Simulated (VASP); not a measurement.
# W (Fm-3m) in VASP: notebook, part 2 of 2

VASP 6.6.1. The steps go on from the part before.

### Step 3. Single point, PBEsol (volume scaled by 0.7)

INCAR

```
SYSTEM = W
PREC     = Accurate       ! precision mode
ENCUT    = 520            ! plane-wave cutoff, eV
EDIFF    = 1E-6           ! SCF threshold, eV
ISMEAR   = -1             ! smearing method
SIGMA    = 0.05           ! smearing width, eV
LREAL    = .FALSE.        ! projectors in reciprocal space
LASPH    = .TRUE.         ! aspherical terms in the spheres
NELM     = 80             ! most SCF steps
ALGO     = Normal         ! electronic algorithm
ISIF     = 2              ! what is computed and relaxed
LWAVE    = .FALSE.        ! write WAVECAR
LCHARG   = .FALSE.        ! write CHGCAR
GGA      = PS             ! functional
NBANDS   = 13             ! bands
```

KPOINTS

```
regular mesh
0
G
  18 18 18
  0 0 0
```

POSCAR

```
W
1.0
    0.0000000000      1.7750078266      1.7750078266
    1.7750078266      0.0000000000      1.7750078266
    1.7750078266      1.7750078266      0.0000000000
W
1
Direct
    0.0000000000      0.0000000000      0.0000000000
```

Potentials or basis: VASP PAW PBE potentials, release 64 (W_sv).

Launch:

```sh
$ cat potpaw_PBE.64/W_sv/POTCAR > POTCAR
$ mpirun -np 1 vasp_std > vasp.out
```

OUTCAR:

```text
SYSTEM = W
   PREC = Accurate
   ENCUT = 520
   EDIFF = 1E-6
   ISMEAR = -1
   LREAL = .FALSE.
   LASPH = .TRUE.
   NELM = 80
   ISIF = 2
   GGA = PS

 ion  position               nearest neighbor table
   1  0.000  0.000  0.000-

  LATTYP: Found a face centered cubic cell.
 ALAT       =     3.5500156532

  Lattice vectors:

 A1 = (   0.0000000000,   1.7750078266,   1.7750078266)
 A2 = (   1.7750078266,   0.0000000000,   1.7750078266)
 A3 = (   1.7750078266,   1.7750078266,   0.0000000000)

Analysis of symmetry for initial positions (statically):
=====================================================================
 Subroutine PRICEL returns:
 Original cell was already a primitive cell.

 Routine SETGRP: Setting up the symmetry group for a
 face centered cubic supercell.

 Subroutine GETGRP returns: Found 48 space group operations
 (whereof 48 operations were pure point group operations)
 out of a pool of 48 trial point group operations.

The static configuration has the point symmetry O_h .

Analysis of symmetry for dynamics (positions and initial velocities):
=====================================================================
 Subroutine PRICEL returns:
 Original cell was already a primitive cell.

 Routine SETGRP: Setting up the symmetry group for a
 face centered cubic supercell.

 Subroutine GETGRP returns: Found 48 space group operations
 (whereof 48 operations were pure point group operations)
 out of a pool of 48 trial point group operations.

The dynamic configuration has the point symmetry O_h .

 Subroutine INISYM returns: Found 48 space group operations
 (whereof 48 operations are pure point group operations),
 and found     1 'primitive' translations

----------------------------------------------------------------------------------------

                                     Primitive cell

  volume of cell :      11.1849

  direct lattice vectors                    reciprocal lattice vectors
     0.000000000  1.775007827  1.775007827    -0.281688899  0.281688899  0.281688899
     1.775007827  0.000000000  1.775007827     0.281688899 -0.281688899  0.281688899
     1.775007827  1.775007827  0.000000000     0.281688899  0.281688899 -0.281688899

  length of vectors
     2.510240142  2.510240142  2.510240142     0.487899485  0.487899485  0.487899485

  position of ions in fractional coordinates (direct lattice)
     0.000000000  0.000000000  0.000000000

  ion indices of the primitive-cell ions
   primitive index   ion index
                 1           1

----------------------------------------------------------------------------------------

 KPOINTS: regular mesh

Automatic generation of k-mesh.
 Grid dimensions read from file:
 generate k-points for:   18   18   18

 Generating k-lattice:

  Cartesian coordinates                     Fractional coordinates (reciprocal lattice)
    -0.015649383  0.015649383  0.015649383     0.055555556  0.000000000  0.000000000
     0.015649383 -0.015649383  0.015649383     0.000000000  0.055555556  0.000000000
     0.015649383  0.015649383 -0.015649383     0.000000000  0.000000000  0.055555556

  Length of vectors
     0.027105527  0.027105527  0.027105527

  Shift w.r.t. Gamma in fractional coordinates (k-lattice)
     0.000000000  0.000000000  0.000000000

 Subroutine IBZKPT returns following result:
 ===========================================

 Found    195 irreducible k-points:

 Following reciprocal coordinates:
            Coordinates               Weight
  0.000000  0.000000  0.000000      1.000000
  0.055556  0.000000  0.000000      8.000000
  0.111111  0.000000  0.000000      8.000000
  0.166667  0.000000  0.000000      8.000000
  0.222222  0.000000  0.000000      8.000000
  0.277778  0.000000  0.000000      8.000000
[... 16 lines left out ...]
 -0.277778  0.055556  0.000000     24.000000
 -0.222222  0.055556  0.000000     24.000000
 [... further k-points ...]
   k-points           NKPTS =    195   k-points in BZ     NKDIM =    195   number of bands    NBANDS=     13
   number of dos      NEDOS =    301   number of ions     NIONS =      1
   total plane-waves  NPLWV =   8000
   dimension x,y,z NGX =    20 NGY =   20 NGZ =   20
   dimension x,y,z NGXF=    40 NGYF=   40 NGZF=   40
   ions per type =               1
   NGX,Y,Z   is equivalent  to a cutoff of  13.25, 13.25, 13.25 a.u.
   NGXF,Y,Z  is equivalent  to a cutoff of  26.49, 26.49, 26.49 a.u.
 SYSTEM =  W
   PREC   = accura    normal or accurate (medium, high low for compatibility)
   ISTART =      0    job   : 0-new  1-cont  2-samecut
   ICHARG =      2    charge: 1-file 2-atom 10-const
   ISPIN  =      1    spin polarized calculation?
   LNONCOLLINEAR =      F non collinear calculations
   LSORBIT =      F    spin-orbit coupling
   LASPH  =      T    aspherical Exc in radial PAW
   ENCUT  =  520.0 eV  38.22 Ry    6.18 a.u.   4.67  4.67  4.67*2*pi/ulx,y,z
   NELM   =     80;   NELMIN=  2; NELMDL= -5     # of ELM steps
   EDIFF  = 0.1E-05   stopping-criterion for ELM
   LREAL  =      F    real-space projection
   EDIFFG = 0.1E-04   stopping-criterion for IOM
   NSW    =      0    number of steps for IOM
   IBRION =     -1    ionic relax: 0-MD 1-quasi-New 2-CG
   NFREE  =      0    steps in history (QN), initial steepest desc. (CG)
   ISIF   =      2    stress and relaxation
   ISYM   =      2    0-nonsym 1-usesym 2-fastsym
   POTIM  = 0.5000    time-step for ionic-motion
   TEBEG  =    0.0;   TEEND  =   0.0 temperature during run
   PSTRESS=    0.0 pullay stress
   NELECT =      14.0000    total number of electrons
   NUPDOWN=      -1.0000    fix difference up-down
   EMIN   =  10.00;   EMAX   =-10.00  energy-range for DOS
   EFERMI =   0.00;   METHOD = LEGACY
   ISMEAR =    -1;   SIGMA  =   0.05  broadening in eV -4-tet -1-fermi 0-gaus
   EFERMI_NEDOS =   21; number of points for ismear=-14 and -15
   IALGO  =     38    algorithm
   IMIX   =      4    mixing-type and parameters
     AMIX     =   0.40;   BMIX     =  1.00
     AMIX_MAG =   1.60;   BMIX_MAG =  1.00
  volume/ion in A,a.u.               =      11.18        75.48
  Fermi-wavevector in a.u.,A,eV,Ry     =   1.764306  3.334055 42.351883  3.112776
  Thomas-Fermi vector in A             =   2.832310
   LORBIT       =      0    0 simple, 1 ext, 2 COOP (PROOUT), +10 PAW based schemes
   GGA     = PS    functional components
   LHFCALC =     F    Hartree Fock is set to
   AEXX    =    0.0000 exact exchange contribution
   IVDW    =     0    specifies the selected vdW correction
   LEPSILON=     F    determine dielectric tensor
   LRPA    =     F    only Hartree local field effects (RPA)
 non-spin polarized calculation
  energy-cutoff  :      520.00
  volume of cell :       11.18
 maximum number of plane-waves:       313
   NGX =  9   NGY =  9   NGZ =  9

 number of electron      14.0000001 magnetization

 Free energy of the ion-electron system (eV)
  ---------------------------------------------------
  ext. energy  EPLUGINS =         0.00000000
  ---------------------------------------------------
  free energy    TOTEN  =       -10.85341602 eV

  energy without entropy =      -10.84844867  energy(sigma->0) =      -10.85093234

 E-fermi :  16.5176     XC(G=0): -15.8297

 val. band max:       16.4557434514   @ k =  -0.3889   0.2222   0.1111
 cond. band min:      16.5281512727   @ k =   0.2222   0.1111   0.0000
 fundamental gap:      0.0724078214
 Fermi energy:        16.5176371748

 k-point     1 :       0.0000    0.0000    0.0000
  band No.  band energies     occupation
      1     -56.9250      2.00000
      2     -19.4650      2.00000
      3     -19.4650      2.00000
      4     -19.4650      2.00000
      5       5.7540      2.00000
      6      15.0639      2.00000
      7      15.0639      2.00000
      8      15.0639      2.00000
      9      20.3426      0.00000
     10      20.3426      0.00000
     11      29.4501      0.00000
     12      36.7919      0.00000
     13      36.7919      0.00000

 k-point     2 :       0.0556    0.0000    0.0000
  band No.  band energies     occupation
      1     -56.9091      2.00000
      2     -19.6010      2.00000
      3     -19.4802      2.00000
      4     -19.4802      2.00000
      5       5.9843      2.00000
      6      14.8865      2.00000
      7      15.1685      2.00000
      8      15.1685      2.00000
      9      20.2111      0.00000
     10      20.2111      0.00000
     11      29.8972      0.00000
[... 339 lines left out ...]
 k-point    24 :      -0.2222    0.0556    0.0000
  band No.  band energies     occupation
      1     -56.6610      2.00000
      2     -21.4179      2.00000
      3     -19.8356      2.00000
      4     -19.6516      2.00000
      5       8.7082      2.00000
      6      13.9663      2.00000
      7      15.7304      2.00000
      8      15.8929      1.99999
      9      19.2785      0.00000
     10      21.1482      0.00000
     11      31.0368      0.00000
     12      37.1455      0.00000
     13      42.2832      0.00000

 [... further k-points ...]
[... 5 lines left out ...]
  --------------------------------------------------------------------------------------
  -------------------------------------------------------------------------------------
  Total       15.2525055     15.2525055     15.2525055      0.0000000      0.0000000      0.0000000
  in kB     2184.8466474   2184.8466474   2184.8466474      0.0000000      0.0000000      0.0000000
  external PRESSURE =    2184.8466474 kB  Pullay stress =       0.0000000 kB

 VOLUME and BASIS-vectors are now :
 -----------------------------------------------------------------------------
  energy-cutoff  :      520.00
  volume of cell :       11.18
      direct lattice vectors                 reciprocal lattice vectors
     0.000000000  1.775007827  1.775007827    -0.281688899  0.281688899  0.281688899
     1.775007827  0.000000000  1.775007827     0.281688899 -0.281688899  0.281688899
     1.775007827  1.775007827  0.000000000     0.281688899  0.281688899 -0.281688899

 POSITION                                       TOTAL-FORCE (eV/Angst)
 -----------------------------------------------------------------------------------
      0.00000      0.00000      0.00000         0.000000      0.000000      0.000000
 -----------------------------------------------------------------------------------
    total drift:                                0.000000     -0.000000     -0.000000

  FREE ENERGIE OF THE ION-ELECTRON SYSTEM (eV)
  ---------------------------------------------------
  free  energy   TOTEN  =       -10.8534160164 eV

  energy  without entropy=      -10.8484486711  energy(sigma->0) =      -10.85093234
```

Run time: 14 s. Hardware: 1 thread of Intel Xeon Platinum 8559C (Emerald Rapids), shared host; peak memory 0.14 GiB.

What came out:

```yaml
Free_energy: -10.8534 eV
Pressure: 218.5 GPa
Band_gap_on_the_k_mesh: zero (band 7 reaches 23.06 eV, above the bottom of band 8 at 15.06 eV)
```

Levels at points of the mesh, in eV from the Fermi level:
```tsv
k point	band 4	band 5	band 6	band 7	band 8	band 9	band 10	band 11
(0.00, 0.00, 0.00)	-35.98	-10.76	-1.45	-1.45	-1.45	3.82	3.82	12.93
(0.50, 0.00, 0.00)	-36.46	-8.14	-1.93	-1.93	2.76	8.14	8.14	12.89
(0.50, 0.50, 0.00)	-37.33	-9.00	-7.75	6.54	8.15	9.51	9.51	15.70
```

Caveat: the PAW data sets were made with another functional, which shifts forces and pressure a little; spin-orbit coupling is left out, which moves the levels of the heavy elements.

### Step 4. Single point, PBEsol (volume scaled by 0.8)

INCAR

```
SYSTEM = W
ALGO = Normal
EDIFF = 1E-7
ENCUT = 520
GGA = PS
ISIF = 2
ISMEAR = -1
LASPH = .True.
LCHARG = .False.
LREAL = .False.
LWAVE = .False.
NBANDS = 13
NELM = 80
PREC = Accurate
SIGMA = 0.05
```

KPOINTS

```
k-points
0
Gamma
  18 18 18
  0 0 0
```

POSCAR

```
W
1.0
    0.0000000000      1.8557989358      1.8557989358
    1.8557989358      0.0000000000      1.8557989358
    1.8557989358      1.8557989358      0.0000000000
W
1
Direct
    0.0000000000      0.0000000000      0.0000000000
```

Launch:

```sh
$ cat potpaw_PBE.64/W_sv/POTCAR > POTCAR
$ mpirun -np 1 vasp_std > vasp.out
```

Run time: 16 s. Hardware: 1 thread of Intel Xeon Platinum 8559C (Emerald Rapids), shared host; peak memory 0.14 GiB.

It converged, with:

```
Free energy            : -12.4231 eV
Pressure               : 106.1 GPa
Band gap on the k mesh : zero (band 7 reaches 19.11 eV, above the bottom of band 8 at 13.10 eV)
```

Levels at points of the mesh, in eV from the Fermi level:
| k point | band 3 | band 4 | band 5 | band 6 | band 7 | band 8 | band 9 | band 10 | band 11 | band 12 |
| --- | --- | --- | --- | --- | --- | --- | --- | --- | --- | --- |
| (0.00, 0.00, 0.00) | -36.37 | -36.37 | -10.20 | -0.99 | -0.99 | -0.99 | 3.44 | 3.44 | 13.04 | 19.56 |
| (0.50, 0.00, 0.00) | -36.70 | -36.70 | -7.11 | -1.36 | -1.36 | 1.83 | 7.02 | 7.02 | 12.81 | 14.64 |
| (0.50, 0.50, 0.00) | -37.29 | -37.29 | -7.54 | -6.37 | 5.03 | 7.00 | 8.13 | 8.13 | 14.20 | 14.20 |

Caveat: the PAW data sets were made with another functional, which shifts forces and pressure a little; spin-orbit coupling is left out, which moves the levels of the heavy elements.
